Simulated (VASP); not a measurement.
# Al8N7 (a cell with a defect) in VASP: notebook, part 2 of 2

VASP 6.6.1. Earlier steps stand in the parts before.

**4. Relaxation of the atoms, PBE**

Contents of INCAR:

```
SYSTEM = Al8N7
PREC = Accurate
ENCUT = 520
EDIFF = 1E-7
ISMEAR = 0
SIGMA = 0.02
LREAL = Auto
LASPH = .True.
NELM = 60
ALGO = Normal
ISIF = 2
LWAVE = .False.
LCHARG = .False.
GGA = PE
IBRION = 2
NSW = 80
EDIFFG = -0.03
NELECT = 60.0
```

Contents of KPOINTS:

```
regular mesh
0
Gamma
  2 3 3
  0 0 0
```

Contents of POSCAR:

```
Al8N7
1.0
   -3.1100000000     -5.3866780000      0.0000000000
    4.6650000000     -2.6933390000      0.0000000000
    0.0000000000      0.0000000000      4.9800000000
Al N
8 7
Direct
    0.4945986000      0.6726896000      0.0003528000
    0.5007962000      0.3357844000      0.5035351000
    0.2501654000      0.1561445000     -0.0037308000
    0.2524117000      0.8319627000      0.4994305000
    0.0073028000      0.6637693000      0.0001218000
    0.0010468000      0.3361022000      0.5057595000
    0.7605111000      0.1681124000     -0.0044077000
    0.7494171000      0.8256518000      0.5035989000
    0.5028435000      0.6528138000      0.3832075000
    0.4963546000      0.3242035000      0.8704296000
    0.2458561000      0.1711347000      0.3851083000
    0.2433130000      0.8370744000      0.8804712000
    0.0049732000      0.6741034000      0.3802608000
    0.0008951000      0.3310389000      0.8742922000
    0.7460232000      0.8383248000      0.8750605000
```

Potentials or basis: VASP PAW PBE potentials, release 64 (Al, N).

Launch:

```sh
> cat potpaw_PBE.64/Al/POTCAR potpaw_PBE.64/N/POTCAR > POTCAR
> mpirun -np 1 vasp_std > vasp.out
```

OUTCAR:

```text
SYSTEM = Al8N7
   PREC = Accurate
   ENCUT = 520
   EDIFF = 1E-7
   ISMEAR = 0
   LREAL = Auto
   LASPH = .True.
   NELM = 60
   ISIF = 2
   GGA = PE
   IBRION = 2
   NSW = 80
   EDIFFG = -0.03
   NELECT = 60.0

 ion  position               nearest neighbor table
   1  0.495  0.673  0.000-  12 1.89  15 1.91   9 1.91  10 1.99   3 3.02   4 3.03   5 3.03   4 3.04
                             8 3.05   2 3.07   8 3.08   2 3.09   7 3.14   3 3.17   7 3.18   5 3.19
   2  0.501  0.336  0.504-   9 1.81  10 1.83  11 1.91   8 3.06   3 3.06   1 3.07   7 3.07   4 3.09
                             1 3.09   6 3.11   6 3.11   3 3.12   4 3.12   7 3.13   8 3.15
   3  0.250  0.156  0.996-  12 1.81  10 1.89  14 1.91  11 1.94   1 3.02   4 3.03   7 3.05   6 3.05
                             5 3.05   4 3.05   2 3.06   2 3.12   5 3.12   6 3.13   1 3.17   7 3.18
   4  0.252  0.832  0.499-  13 1.86  12 1.90  11 1.91   9 1.92   3 3.03   1 3.03   1 3.04   5 3.05
                             3 3.05   5 3.06   2 3.09   8 3.09   6 3.10   2 3.12   8 3.13   6 3.13
   5  0.007  0.664  0.000-  12 1.84  13 1.89  14 1.90  15 1.98   6 3.03   1 3.03   3 3.05   4 3.05
                             4 3.06   8 3.07   6 3.08   7 3.08   8 3.10   7 3.12   3 3.12   1 3.19
   6  0.001  0.336  0.506-  14 1.84  11 1.86  13 1.93   7 3.00   5 3.03   3 3.05   8 3.07   5 3.08
                             7 3.08   4 3.10   2 3.11   2 3.11   3 3.13   4 3.13   8 3.16
   7  0.761  0.168  0.996-  14 1.84  15 1.88  10 1.95   6 3.00   3 3.05   8 3.07   2 3.07   5 3.08
                             6 3.08   5 3.12   8 3.13   2 3.13   1 3.14   3 3.18   1 3.18
   8  0.749  0.826  0.504-  15 1.85  13 1.89   9 1.89   1 3.05   2 3.06   6 3.07   7 3.07   5 3.07
                             1 3.08   4 3.09   5 3.10   4 3.13   7 3.13   2 3.15   6 3.16
   9  0.503  0.653  0.383-   2 1.81   8 1.89   1 1.91   4 1.92
  10  0.496  0.324  0.870-   2 1.83   3 1.89   7 1.95   1 1.99
  11  0.246  0.171  0.385-   6 1.86   2 1.91   4 1.91   3 1.94
  12  0.243  0.837  0.880-   3 1.81   5 1.84   1 1.89   4 1.90
  13  0.005  0.674  0.380-   4 1.86   8 1.89   5 1.89   6 1.93
  14  0.001  0.331  0.874-   6 1.84   7 1.84   5 1.90   3 1.91
  15  0.746  0.838  0.875-   8 1.85   7 1.88   1 1.91   5 1.98

  LATTYP: Found a simple orthorhombic cell.
 ALAT       =     4.9800000000
 B/A-ratio  =     1.0816622507
 C/A-ratio  =     1.2489959819

  Lattice vectors:

 A1 = (   0.0000000000,   0.0000000000,  -4.9800000000)
 A2 = (   4.6650000000,  -2.6933390000,   0.0000000000)
 A3 = (  -3.1100000000,  -5.3866780000,   0.0000000000)

Analysis of symmetry for initial positions (statically):
=====================================================================
 Subroutine PRICEL returns:
 Original cell was already a primitive cell.

 Routine SETGRP: Setting up the symmetry group for a
 simple orthorhombic supercell.

 Subroutine GETGRP returns: Found  1 space group operations
 (whereof  1 operations were pure point group operations)
 out of a pool of  8 trial point group operations.

The static configuration has the point symmetry C_1 .

Analysis of symmetry for dynamics (positions and initial velocities):
=====================================================================
 Subroutine PRICEL returns:
 Original cell was already a primitive cell.

 Routine SETGRP: Setting up the symmetry group for a
 simple orthorhombic supercell.

 Subroutine GETGRP returns: Found  1 space group operations
 (whereof  1 operations were pure point group operations)
 out of a pool of  8 trial point group operations.

The dynamic configuration has the point symmetry C_1 .

 Subroutine INISYM returns: Found  1 space group operations
 (whereof  1 operations are pure point group operations),
 and found     1 'primitive' translations
[... 89 lines left out ...]
   number of dos      NEDOS =    301   number of ions     NIONS =     15
   total plane-waves  NPLWV =  76800
   dimension x,y,z NGX =    48 NGY =   40 NGZ =   40
   dimension x,y,z NGXF=    96 NGYF=   80 NGZF=   80
   ions per type =               8   7
   NGX,Y,Z   is equivalent  to a cutoff of  12.83, 12.34, 13.35 a.u.
   NGXF,Y,Z  is equivalent  to a cutoff of  25.66, 24.69, 26.71 a.u.
 SYSTEM =  Al8N7
   PREC   = accura    normal or accurate (medium, high low for compatibility)
   ISTART =      0    job   : 0-new  1-cont  2-samecut
   ICHARG =      2    charge: 1-file 2-atom 10-const
   ISPIN  =      1    spin polarized calculation?
   LNONCOLLINEAR =      F non collinear calculations
   LSORBIT =      F    spin-orbit coupling
   LASPH  =      T    aspherical Exc in radial PAW
   ENCUT  =  520.0 eV  38.22 Ry    6.18 a.u.  11.57 10.02  9.26*2*pi/ulx,y,z
   NELM   =     60;   NELMIN=  2; NELMDL= -5     # of ELM steps
   EDIFF  = 0.1E-06   stopping-criterion for ELM
   LREAL  =      T    real-space projection
   EDIFFG = -.3E-01   stopping-criterion for IOM
   NSW    =     80    number of steps for IOM
   IBRION =      2    ionic relax: 0-MD 1-quasi-New 2-CG
   NFREE  =      1    steps in history (QN), initial steepest desc. (CG)
   ISIF   =      2    stress and relaxation
   ISYM   =      2    0-nonsym 1-usesym 2-fastsym
   POTIM  = 0.5000    time-step for ionic-motion
   TEBEG  =    0.0;   TEEND  =   0.0 temperature during run
   PSTRESS=    0.0 pullay stress
   NELECT =      60.0000    total number of electrons
   NUPDOWN=      -1.0000    fix difference up-down
   EMIN   =  10.00;   EMAX   =-10.00  energy-range for DOS
   EFERMI =   0.00;   METHOD = LEGACY
   ISMEAR =     0;   SIGMA  =   0.02  broadening in eV -4-tet -1-fermi 0-gaus
   EFERMI_NEDOS =   21; number of points for ismear=-14 and -15
   IALGO  =     38    algorithm
   IMIX   =      4    mixing-type and parameters
     AMIX     =   0.40;   BMIX     =  1.00
     AMIX_MAG =   1.60;   BMIX_MAG =  1.00
  volume/ion in A,a.u.               =      11.12        75.07
  Fermi-wavevector in a.u.,A,eV,Ry     =   1.164157  2.199938 18.439462  1.355262
  Thomas-Fermi vector in A             =   2.300699
   LORBIT       =      0    0 simple, 1 ext, 2 COOP (PROOUT), +10 PAW based schemes
   GGA     = PE    functional components
   LHFCALC =     F    Hartree Fock is set to
   AEXX    =    0.0000 exact exchange contribution
   IVDW    =     0    specifies the selected vdW correction
   LEPSILON=     F    determine dielectric tensor
   LRPA    =     F    only Hartree local field effects (RPA)
 conjugate gradient relaxation of ions
 non-spin polarized calculation
 Gauss-broadening in eV      SIGMA  =   0.02
  energy-cutoff  :      520.00
  volume of cell :      166.86
 maximum number of plane-waves:      4510
 NGX is ok and might be reduce to    48
   NGX = 23   NGY = 21   NGZ = 19

--------------------------------------- Ionic step        1  -------------------------------------------

 number of electron      59.9999998 magnetization

 Free energy of the ion-electron system (eV)
  ---------------------------------------------------
  ext. energy  EPLUGINS =         0.00000000
  ---------------------------------------------------
  free energy    TOTEN  =       -94.67611069 eV

  energy without entropy =      -94.67459427  energy(sigma->0) =      -94.67535248

------------------------ aborting loop because EDIFF is reached ----------------------------------------

  FORCE on cell =-STRESS in cart. coord.  units (eV):
  Direction    XX          YY          ZZ          XY          YZ          ZX
  --------------------------------------------------------------------------------------
  -------------------------------------------------------------------------------------
  Total       14.4108221     19.2213599     21.5004130     -1.5895040      0.9909977      0.5925135
  in kB      138.3753067    184.5669564    206.4508343    -15.2627034      9.5157385      5.6894213
  external PRESSURE =     176.4643658 kB  Pullay stress =       0.0000000 kB
[... 128 lines left out ...]
  FREE ENERGIE OF THE ION-ELECTRON SYSTEM (eV)
  ---------------------------------------------------
  free  energy   TOTEN  =       -95.4450206705 eV

  energy  without entropy=      -95.4433422861  energy(sigma->0) =      -95.44418148

[... ionic steps 4 to 23 ...]

--------------------------------------- Ionic step       24  -------------------------------------------

 number of electron      60.0000004 magnetization

------------------------ aborting loop because EDIFF is reached ----------------------------------------
[... 93 lines left out ...]
--------------------------------------- Ionic step       26  -------------------------------------------

 number of electron      60.0000004 magnetization

 Free energy of the ion-electron system (eV)
  ---------------------------------------------------
  ext. energy  EPLUGINS =         0.00000000
  ---------------------------------------------------
  free energy    TOTEN  =       -95.81367592 eV

  energy without entropy =      -95.81367592  energy(sigma->0) =      -95.81367592

 E-fermi :   9.4461     XC(G=0): -10.8475

 val. band max:        9.3402719624   @ k =   0.0000   0.0000   0.0000
 cond. band min:       9.7015453084   @ k =   0.0000   0.3333   0.0000
 fundamental gap:      0.3612733460
 Fermi energy:         9.4461002186

 k-point     1 :       0.0000    0.0000    0.0000
  band No.  band energies     occupation
      1      -9.1616      2.00000
      2      -7.4274      2.00000
      3      -7.3997      2.00000
      4      -7.2220      2.00000
      5      -7.0072      2.00000
      6      -6.6125      2.00000
[... 441 lines left out ...]
  FREE ENERGIE OF THE ION-ELECTRON SYSTEM (eV)
  ---------------------------------------------------
  free  energy   TOTEN  =       -95.8136759200 eV

  energy  without entropy=      -95.8136759200  energy(sigma->0) =      -95.81367592

 reached required accuracy - stopping structural energy minimisation
```

Run time: 28 min. Hardware: 1 thread of Intel Xeon 6975P-C, shared host; peak memory 0.28 GiB.

Results:

```yaml
Free_energy: -95.8137 eV
Energy_gained_by_relaxing: 75.8 meV/atom
Ionic_steps: 26
Largest_force_after_relaxing: 0.024 eV/Å
```

Forces in eV/Å, atoms in the order of the input:
```
Al  -0.008  0.007  0.006
Al   0.016 -0.005  0.013
Al   0.006  0.007  0.006
Al  -0.005  0.009  0.014
Al   0.008  0.006 -0.005
Al   0.002  0.003 -0.017
Al  -0.010 -0.009 -0.020
Al  -0.006 -0.005 -0.013
N    0.005 -0.009 -0.004
N   -0.005  0.001  0.005
N   -0.004 -0.004  0.010
N   -0.001 -0.010  0.015
N   -0.007 -0.003 -0.009
N    0.001 -0.003 -0.003
N    0.008  0.014  0.003
```

The path:
```tsv
step	energy change (eV)	largest force (eV/Å)	pressure (GPa)
1	0.0000	2.5703	17.65
2	-0.7240	1.1006	15.03
3	-0.7689	0.8508	15.16
4	-0.8873	0.4673	14.14
5	-0.8994	0.5539	13.79
6	-0.9512	0.3077	13.29
7	-0.9554	0.3333	13.12
8	-0.9876	0.2569	13.05
9	-0.9955	0.4461	13.00
10	-1.0281	0.2894	13.12
11	-1.0426	0.7563	13.33
12	-1.0548	0.4044	13.19
13	-1.0573	0.4714	13.23
14	-1.0733	0.4573	13.22
15	-1.0832	0.4820	13.21
16	-1.0996	0.3086	13.14
17	-1.1172	0.2368	13.00
18	-1.1241	0.1809	12.96
19	-1.1312	0.1406	12.87
20	-1.1338	0.0808	12.89
21	-1.1349	0.0700	12.91
22	-1.1360	0.0489	12.93
23	-1.1364	0.0535	12.96
24	-1.1370	0.0384	12.96
25	-1.1371	0.0403	12.96
26	-1.1376	0.0238	12.97
```

Final structure:
```yaml
crystal:
  lattice:
    - [-3.11000, -5.38668, 0.00000]
    - [4.66500, -2.69334, 0.00000]
    - [0.00000, 0.00000, 4.98000]
  atoms:
    - { symbol: Al, position: [0.50414, 0.66053, 0.01153] }
    - { symbol: Al, position: [0.51118, 0.28660, 0.49775] }
    - { symbol: Al, position: [0.25198, 0.16642, 0.98859] }
    - { symbol: Al, position: [0.25715, 0.83368, 0.50005] }
    - { symbol: Al, position: [0.99963, 0.66712, 0.00215] }
    - { symbol: Al, position: [0.99021, 0.34563, 0.46228] }
    - { symbol: Al, position: [0.76638, 0.18492, 0.01742] }
    - { symbol: Al, position: [0.72327, 0.84573, 0.51227] }
    - { symbol: N, position: [0.49545, 0.63218, 0.39017] }
    - { symbol: N, position: [0.50602, 0.33064, 0.88541] }
    - { symbol: N, position: [0.24118, 0.16438, 0.36651] }
    - { symbol: N, position: [0.25432, 0.82992, 0.88373] }
    - { symbol: N, position: [0.99467, 0.69328, 0.38600] }
    - { symbol: N, position: [0.00935, 0.33899, 0.84636] }
    - { symbol: N, position: [0.75158, 0.83889, 0.90328] }
```

Levels at points of the mesh, in eV from the Fermi level:
| k point | band 27 | band 28 | band 29 | band 30 | band 31 | band 32 | band 33 | band 34 |
| --- | --- | --- | --- | --- | --- | --- | --- | --- |
| (0.00, 0.00, 0.00) | -4.07 | -3.95 | -3.91 | -0.11 | 0.50 | 1.37 | 1.40 | 1.81 |
| (0.50, 0.00, 0.00) | -4.06 | -3.85 | -3.25 | -1.31 | 0.71 | 1.07 | 1.42 | 1.65 |

Caveat: the k points lie up to 0.51 Å⁻¹ apart; the cell carries a net charge on a neutralising background, which shifts energy and pressure; the cell is charged against a uniform background, so pressure and absolute levels hang on convention.

**5. Relaxation of the atoms, PBE**

Contents of INCAR:

```
  ALGO = Normal
  EDIFF = 1E-6
  EDIFFG = -0.03
  ENCUT = 520
  GGA = PE
  IBRION = 2
  ISIF = 2
  ISMEAR = 0
  LASPH = True
  LCHARG = False
  LREAL = Auto
  LWAVE = False
  NELECT = 60.0
  NELM = 60
  NSW = 80
  PREC = Accurate
  SIGMA = 0.02
```

Contents of KPOINTS:

```
k-points
0
Gamma
  2 3 3
```

Contents of POSCAR:

```
Al8N7
1.0
   -3.1100000000     -5.3866780000      0.0000000000
    4.6650000000     -2.6933390000      0.0000000000
    0.0000000000      0.0000000000      4.9800000000
Al N
8 7
Direct
    0.5000000000      0.6666666700      0.0000000000
    0.5000000000      0.3333333300      0.5000000000
    0.2500000000      0.1666666700      0.0000000000
    0.2500000000      0.8333333300      0.5000000000
    0.0000000000      0.6666666700      0.0000000000
    0.0000000000      0.3333333300      0.5000000000
    0.7500000000      0.1666666700      0.0000000000
    0.7500000000      0.8333333300      0.5000000000
    0.5000000000      0.6666666700      0.3820000000
    0.7500000000      0.1666666700      0.3820000000
    0.2500000000      0.1666666700      0.3820000000
    0.2500000000      0.8333333300      0.8820000000
    0.0000000000      0.6666666700      0.3820000000
    0.0000000000      0.3333333300      0.8820000000
    0.7500000000      0.8333333300      0.8820000000
```

Launch:

```sh
> cat potpaw_PBE.64/Al/POTCAR potpaw_PBE.64/N/POTCAR > POTCAR
> mpirun -np 1 vasp_std > vasp.out
```

Run time: 20 min. Hardware: 1 thread of Intel Xeon 6975P-C, shared host; peak memory 0.28 GiB.

It converged, with:

| Quantity | Value |
| --- | --- |
| Free energy | -95.6413 eV |
| Energy gained by relaxing | 27.3 meV/atom |
| Ionic steps | 25 |
| Largest force after relaxing | 0.022 eV/Å |

Forces in eV/Å, atoms in the order of the input:
```
Al  -0.005  0.003  0.022
Al   0.018 -0.011 -0.005
Al  -0.007  0.015 -0.002
Al   0.012  0.002  0.002
Al  -0.006  0.004  0.007
Al  -0.001  0.001  0.005
Al  -0.017 -0.002 -0.002
Al   0.004 -0.012  0.002
N    0.010 -0.006 -0.009
N   -0.002 -0.010 -0.006
N    0.008  0.007 -0.006
N   -0.008 -0.001 -0.001
N   -0.003  0.002  0.002
N    0.001 -0.001 -0.010
N   -0.003  0.008 -0.001
```

The path:
```csv
step,energy change (eV),largest force (eV/Å),pressure (GPa)
1,0.0000,1.4280,16.15
2,-0.2646,0.5905,14.58
3,-0.2659,0.5183,14.50
4,-0.3190,0.2648,13.68
5,-0.3197,0.2620,13.58
6,-0.3332,0.1160,13.40
7,-0.3349,0.1187,13.32
8,-0.3389,0.0931,13.27
9,-0.3394,0.1326,13.25
10,-0.3439,0.1380,13.20
11,-0.3473,0.2993,13.16
12,-0.3479,0.2447,13.18
13,-0.3495,0.2661,13.17
14,-0.3557,0.3822,13.16
15,-0.3737,0.4348,13.12
16,-0.3604,0.4640,13.02
17,-0.3780,0.3561,13.08
18,-0.3861,0.2600,13.06
19,-0.3872,0.2703,13.05
20,-0.3945,0.2110,13.06
21,-0.4052,0.2098,13.12
22,-0.4054,0.2338,13.13
23,-0.4093,0.0853,13.14
24,-0.4095,0.0609,13.14
25,-0.4100,0.0223,13.15
```

Final structure:
```yaml
crystal:
  lattice:
    - [-3.11000, -5.38668, 0.00000]
    - [4.66500, -2.69334, 0.00000]
    - [0.00000, 0.00000, 4.98000]
  atoms:
    - { symbol: Al, position: [0.50000, 0.64408, 0.00887] }
    - { symbol: Al, position: [0.50000, 0.31521, 0.51647] }
    - { symbol: Al, position: [0.25978, 0.18532, 0.98347] }
    - { symbol: Al, position: [0.25200, 0.83384, 0.50749] }
    - { symbol: Al, position: [0.00000, 0.67066, 0.00302] }
    - { symbol: Al, position: [0.00000, 0.33223, 0.49210] }
    - { symbol: Al, position: [0.74022, 0.18532, 0.98347] }
    - { symbol: Al, position: [0.74800, 0.83384, 0.50749] }
    - { symbol: N, position: [0.50000, 0.65934, 0.40198] }
    - { symbol: N, position: [0.75334, 0.16145, 0.36808] }
    - { symbol: N, position: [0.24666, 0.16144, 0.36808] }
    - { symbol: N, position: [0.25237, 0.83679, 0.88895] }
    - { symbol: N, position: [0.00000, 0.66781, 0.38503] }
    - { symbol: N, position: [0.00000, 0.34254, 0.87054] }
    - { symbol: N, position: [0.74763, 0.83679, 0.88895] }
```

Levels at points of the mesh, in eV from the Fermi level:
| k point | band 26 | band 27 | band 28 | band 29 | band 30 | band 31 | band 32 | band 33 | band 34 | band 35 |
| --- | --- | --- | --- | --- | --- | --- | --- | --- | --- | --- |
| (0.00, 0.00, 0.00) | -4.23 | -4.06 | -3.92 | -3.91 | 0.15 | 0.68 | 0.86 | 1.61 | 1.93 | 2.12 |
| (0.50, 0.00, 0.00) | -4.52 | -4.10 | -3.83 | -3.32 | -1.00 | 0.45 | 1.06 | 1.67 | 1.70 | 3.33 |

Caveat: the k points lie up to 0.51 Å⁻¹ apart; the cell carries a net charge on a neutralising background, which shifts energy and pressure; the cell is charged against a uniform background, so pressure and absolute levels hang on convention.
